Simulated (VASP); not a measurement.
# CoO (I4/mmm) in VASP: single point with PBE

Aim: the single point of CoO with PBE.

Program: VASP 6.6.1. These are calculated values, not measurements. Logs are shortened: lines on timing, memory, paths and dates and some standing lists are left out, and cuts for length are marked.

## Step 1: The cell of the first run

It takes space group I4/mmm (No. 139, tetragonal). The conventional cell has a = 2.837 Å, b = 2.837 Å, c = 4.814 Å, α = 90.00°, β = 90.00°, γ = 90.00°. Within 2.7 Å of Co (site symmetry 4/mmm) lie 6 O at 2.01 to 2.41 Å. O (site symmetry 4/mmm) has 6 Co at 2.01 to 2.41 Å within 2.7 Å.

## Step 2: Single point, PBE, collinear spin, ferromagnetic start

INCAR reads:

```
ALGO     = Normal         # electronic algorithm
EDIFF    = 1E-7           # SCF threshold, eV
ENCUT    = 520            # plane-wave cutoff, eV
GGA      = PE             # functional
ISIF     = 2              # what is computed and relaxed
ISMEAR   = 0              # smearing method
ISPIN    = 2              # spin polarisation
LASPH    = T              # aspherical terms in the spheres
LCHARG   = F              # write CHGCAR
LMAXMIX  = 4              # l up to which the mixer works
LORBIT   = 11             # projections on sites
LREAL    = F              # projectors in reciprocal space
LWAVE    = F              # write WAVECAR
MAGMOM   = 2.73 0.34      # initial moments
NBANDS   = 18             # bands
NELM     = 150            # most SCF steps
PREC     = Accurate       # precision mode
SIGMA    = 0.15           # smearing width, eV
```

KPOINTS reads:

```
k-points
0
Gamma
  22 22 22
```

POSCAR reads:

```
CoO
1.0
    0.0000000000      2.0058182956      2.4069819547
    2.0058182956      0.0000000000      2.4069819547
    2.0058182956      2.0058182956      0.0000000000
Co O
1 1
Direct
    0.0000000000      0.0000000000      0.0000000000
    0.5000000000      0.5000000000      0.5000000000
```

Potentials or basis: VASP PAW PBE potentials, release 64 (Co, O).

The run is started by

```console
$ cat potpaw_PBE.64/Co/POTCAR potpaw_PBE.64/O/POTCAR > POTCAR
$ mpirun -np 1 vasp_std > vasp.out
```

OUTCAR:

```text
EDIFF = 1E-7
   ENCUT = 520
   GGA = PE
   ISIF = 2
   ISMEAR = 0
   ISPIN = 2
   LASPH = T
   LORBIT = 11
   LREAL = F
   NELM = 150
   PREC = Accurate

 ion  position               nearest neighbor table
   1  0.000  0.000  0.000-   2 2.01   2 2.01   2 2.01   2 2.01   2 2.41   2 2.41
   2  0.500  0.500  0.500-   1 2.01   1 2.01   1 2.01   1 2.01   1 2.41   1 2.41

  LATTYP: Found a body centered tetragonal cell.
 ALAT       =     2.8366554373
 C/A-ratio  =     1.6970562748

  Lattice vectors:

 A1 = (  -2.0058182956,   0.0000000000,   2.4069819547)
 A2 = (   2.0058182956,   0.0000000000,   2.4069819547)
 A3 = (   0.0000000000,   2.0058182956,  -2.4069819547)

Analysis of symmetry for initial positions (statically):
=====================================================================
 Subroutine PRICEL returns:
 Original cell was already a primitive cell.

 Routine SETGRP: Setting up the symmetry group for a
 body centered tetragonal supercell.

 Subroutine GETGRP returns: Found 16 space group operations
 (whereof 16 operations were pure point group operations)
 out of a pool of 16 trial point group operations.

The static configuration has the point symmetry D_4h.

Analysis of symmetry for dynamics (positions and initial velocities):
=====================================================================
 Subroutine PRICEL returns:
 Original cell was already a primitive cell.

 Routine SETGRP: Setting up the symmetry group for a
 body centered tetragonal supercell.

 Subroutine GETGRP returns: Found 16 space group operations
 (whereof 16 operations were pure point group operations)
 out of a pool of 16 trial point group operations.

The dynamic configuration has the point symmetry D_4h.

Analysis of structural, dynamic, and magnetic symmetry:
=====================================================================
 Subroutine PRICEL returns:
 Original cell was already a primitive cell.

 Routine SETGRP: Setting up the symmetry group for a
 body centered tetragonal supercell.

 Subroutine GETGRP returns: Found 16 space group operations
 (whereof 16 operations were pure point group operations)
 out of a pool of 16 trial point group operations.

The overall configuration has the point symmetry D_4h.

 Subroutine INISYM returns: Found 16 space group operations
 (whereof 16 operations are pure point group operations),
 and found     1 'primitive' translations

----------------------------------------------------------------------------------------

                                     Primitive cell

  volume of cell :      19.3681

  direct lattice vectors                    reciprocal lattice vectors
     0.000000000  2.005818296  2.406981955    -0.249274823  0.249274823  0.207729019
     2.005818296  0.000000000  2.406981955     0.249274823 -0.249274823  0.207729019
     2.005818296  2.005818296  0.000000000     0.249274823  0.249274823 -0.207729019

  length of vectors
     3.133188339  3.133188339  2.836655437     0.409178714  0.409178714  0.409178714

  position of ions in fractional coordinates (direct lattice)
     0.000000000  0.000000000  0.000000000
     0.500000000  0.500000000  0.500000000

  ion indices of the primitive-cell ions
   primitive index   ion index
                 1           1
                 2           2

----------------------------------------------------------------------------------------

 KPOINTS: k-points

Automatic generation of k-mesh.
 Grid dimensions read from file:
 generate k-points for:   22   22   22

 Generating k-lattice:

  Cartesian coordinates                     Fractional coordinates (reciprocal lattice)
    -0.011330674  0.011330674  0.009442228     0.045454545  0.000000000  0.000000000
     0.011330674 -0.011330674  0.009442228     0.000000000  0.045454545  0.000000000
     0.011330674  0.011330674 -0.009442228     0.000000000  0.000000000  0.045454545

  Length of vectors
     0.018599032  0.018599032  0.018599032

  Shift w.r.t. Gamma in fractional coordinates (k-lattice)
     0.000000000  0.000000000  0.000000000

 Subroutine IBZKPT returns following result:
 ===========================================

 Found    834 irreducible k-points:

 Following reciprocal coordinates:
            Coordinates               Weight
  0.000000  0.000000  0.000000      1.000000
  0.045455 -0.000000  0.000000      8.000000
  0.090909 -0.000000  0.000000      8.000000
  0.136364  0.000000  0.000000      8.000000
  0.181818 -0.000000  0.000000      8.000000
  0.227273 -0.000000  0.000000      8.000000
[... 16 lines left out ...]
  0.500000  0.045455  0.000000      8.000000
 -0.454545  0.045455  0.000000      8.000000
 [... further k-points ...]
   k-points           NKPTS =    834   k-points in BZ     NKDIM =    834   number of bands    NBANDS=     18
   number of dos      NEDOS =    301   number of ions     NIONS =      2
   total plane-waves  NPLWV =  13824
   dimension x,y,z NGX =    24 NGY =   24 NGZ =   24
   dimension x,y,z NGXF=    48 NGYF=   48 NGZF=   48
   ions per type =               1   1
   NGX,Y,Z   is equivalent  to a cutoff of  12.73, 12.73, 14.07 a.u.
   NGXF,Y,Z  is equivalent  to a cutoff of  25.47, 25.47, 28.13 a.u.
 SYSTEM =  unknown system
   PREC   = accura    normal or accurate (medium, high low for compatibility)
   ISTART =      0    job   : 0-new  1-cont  2-samecut
   ICHARG =      2    charge: 1-file 2-atom 10-const
   ISPIN  =      2    spin polarized calculation?
   LNONCOLLINEAR =      F non collinear calculations
   LSORBIT =      F    spin-orbit coupling
   LASPH  =      T    aspherical Exc in radial PAW
   ENCUT  =  520.0 eV  38.22 Ry    6.18 a.u.   5.83  5.83  5.27*2*pi/ulx,y,z
   NELM   =    150;   NELMIN=  2; NELMDL= -5     # of ELM steps
   EDIFF  = 0.1E-06   stopping-criterion for ELM
   LREAL  =      F    real-space projection
   EDIFFG = 0.1E-05   stopping-criterion for IOM
   NSW    =      0    number of steps for IOM
   IBRION =     -1    ionic relax: 0-MD 1-quasi-New 2-CG
   NFREE  =      0    steps in history (QN), initial steepest desc. (CG)
   ISIF   =      2    stress and relaxation
   ISYM   =      2    0-nonsym 1-usesym 2-fastsym
   POTIM  = 0.5000    time-step for ionic-motion
   TEBEG  =    0.0;   TEEND  =   0.0 temperature during run
   PSTRESS=    0.0 pullay stress
   NELECT =      15.0000    total number of electrons
   NUPDOWN=      -1.0000    fix difference up-down
   EMIN   =  10.00;   EMAX   =-10.00  energy-range for DOS
   EFERMI =   0.00;   METHOD = LEGACY
   ISMEAR =     0;   SIGMA  =   0.15  broadening in eV -4-tet -1-fermi 0-gaus
   EFERMI_NEDOS =   21; number of points for ismear=-14 and -15
   IALGO  =     38    algorithm
   IMIX   =      4    mixing-type and parameters
     AMIX     =   0.40;   BMIX     =  1.00
     AMIX_MAG =   1.60;   BMIX_MAG =  1.00
  volume/ion in A,a.u.               =       9.68        65.35
  Fermi-wavevector in a.u.,A,eV,Ry     =   1.503407  2.841027 30.752334  2.260233
  Thomas-Fermi vector in A             =   2.614521
   LORBIT       =     11    0 simple, 1 ext, 2 COOP (PROOUT), +10 PAW based schemes
   GGA     = PE    functional components
   LHFCALC =     F    Hartree Fock is set to
   AEXX    =    0.0000 exact exchange contribution
   IVDW    =     0    specifies the selected vdW correction
   LEPSILON=     F    determine dielectric tensor
   LRPA    =     F    only Hartree local field effects (RPA)
 spin polarized calculation
 Gauss-broadening in eV      SIGMA  =   0.15
  energy-cutoff  :      520.00
  volume of cell :       19.37
 maximum number of plane-waves:       538
   NGX = 11   NGY = 11   NGZ = 11

 number of electron      15.0000003 magnetization       2.6189286

 Free energy of the ion-electron system (eV)
  ---------------------------------------------------
  ext. energy  EPLUGINS =         0.00000000
  ---------------------------------------------------
  free energy    TOTEN  =       -13.02608715 eV

  energy without entropy =      -12.99014818  energy(sigma->0) =      -13.00811767

 E-fermi :   7.9905     XC(G=0): -12.3467

 val. band max:        7.9901718356   @ k =  -0.3182  -0.0000   0.0455
 cond. band min:       7.9909585384   @ k =  -0.4545   0.3182   0.1818
 fundamental gap:      0.0007867028
 Fermi energy:         7.9905275475

 spin component 1

 k-point     1 :       0.0000    0.0000    0.0000
  band No.  band energies     occupation
      1     -12.6168      1.00000
      2       4.2417      1.00000
      3       4.3879      1.00000
      4       4.3879      1.00000
      5       4.5247      1.00000
      6       4.6528      1.00000
[... 10 lines left out ...]
     17      31.8348      0.00000
     18      31.8348      0.00000
[... 463 lines left out ...]
 k-point    24 :      -0.4545    0.0455    0.0000
  band No.  band energies     occupation
      1     -11.3504      1.00000
      2      -0.4835      1.00000
      3       1.4522      1.00000
      4       1.9581      1.00000
      5       5.6425      1.00000
      6       5.9328      1.00000
[... 10 lines left out ...]
     17      32.8869      0.00000
     18      35.2517      0.00000

 [... further k-points ...]

 spin component 2

 k-point     1 :       0.0000    0.0000    0.0000
  band No.  band energies     occupation
      1     -12.1869      1.00000
      2       4.7761      1.00000
      3       4.7761      1.00000
      4       5.2922      1.00000
      5       6.2739      1.00000
      6       7.0887      1.00000
[... 10 lines left out ...]
     17      32.7095      0.00000
     18      32.7095      0.00000
[... 463 lines left out ...]
 k-point    24 :      -0.4545    0.0455    0.0000
  band No.  band energies     occupation
      1     -10.8924      1.00000
      2       0.0234      1.00000
      3       2.6447      1.00000
      4       3.0142      1.00000
      5       7.6793      0.99833
      6       8.0575      0.26383
[... 10 lines left out ...]
     17      33.4012      0.00000
     18      35.6398      0.00000

 [... further k-points ...]

------------------------ aborting loop because EDIFF is reached ----------------------------------------

  FORCE on cell =-STRESS in cart. coord.  units (eV):
  Direction    XX          YY          ZZ          XY          YZ          ZX
  --------------------------------------------------------------------------------------
  -------------------------------------------------------------------------------------
  Total        0.7213033      0.7213033     -0.2020553      0.0000000      0.0000000      0.0000000
  in kB       59.6681407     59.6681407    -16.7145523      0.0000000      0.0000000      0.0000000
  external PRESSURE =      34.2072430 kB  Pullay stress =       0.0000000 kB

 VOLUME and BASIS-vectors are now :
 -----------------------------------------------------------------------------
  energy-cutoff  :      520.00
  volume of cell :       19.37
      direct lattice vectors                 reciprocal lattice vectors
     0.000000000  2.005818296  2.406981955    -0.249274823  0.249274823  0.207729019
     2.005818296  0.000000000  2.406981955     0.249274823 -0.249274823  0.207729019
     2.005818296  2.005818296  0.000000000     0.249274823  0.249274823 -0.207729019

 POSITION                                       TOTAL-FORCE (eV/Angst)
 -----------------------------------------------------------------------------------
      0.00000      0.00000      0.00000         0.000000     -0.000000      0.000000
      2.00582      2.00582      2.40698        -0.000000      0.000000      0.000000
 -----------------------------------------------------------------------------------
    total drift:                                0.000000     -0.000000     -0.000000

  FREE ENERGIE OF THE ION-ELECTRON SYSTEM (eV)
  ---------------------------------------------------
  free  energy   TOTEN  =       -13.0260871501 eV

  energy  without entropy=      -12.9901481816  energy(sigma->0) =      -13.00811767

 total charge

# of ion       s       p       d       tot
------------------------------------------
    1        0.319   0.392   7.209   7.920
    2        1.560   3.431   0.000   4.991
--------------------------------------------------
tot          1.880   3.822   7.209  12.911

 magnetization (x)

# of ion       s       p       d       tot
------------------------------------------
    1        0.028   0.015   2.279   2.322
    2        0.025   0.224   0.000   0.249
--------------------------------------------------
tot          0.054   0.239   2.279   2.571
```

Wall time 26 min (1 thread of AMD EPYC 7R13, shared host); peak memory 0.49 GiB.

Results:

```
Free energy                                           : -13.0261 eV
Pressure                                              : 3.4 GPa
Net moment                                            : 2.62 μB per cell
Site moments                                          : Co +2.32; O +0.25 μB
Valence electrons inside the program's atomic spheres : Co 7.92; O 4.99
```

Stress tensor (GPa, compression positive):
```
 5.97  0.00  0.00
 0.00  5.97  0.00
 0.00  0.00 -1.67
```

Caveat: the stress differs along the axes, from -2 to 6 GPa; a cell with one magnetic atom can't hold antiferromagnetic order, which such compounds often take; semilocal functionals often make such compounds metallic where correlation or magnetic order opens a gap, which also shifts bond lengths.
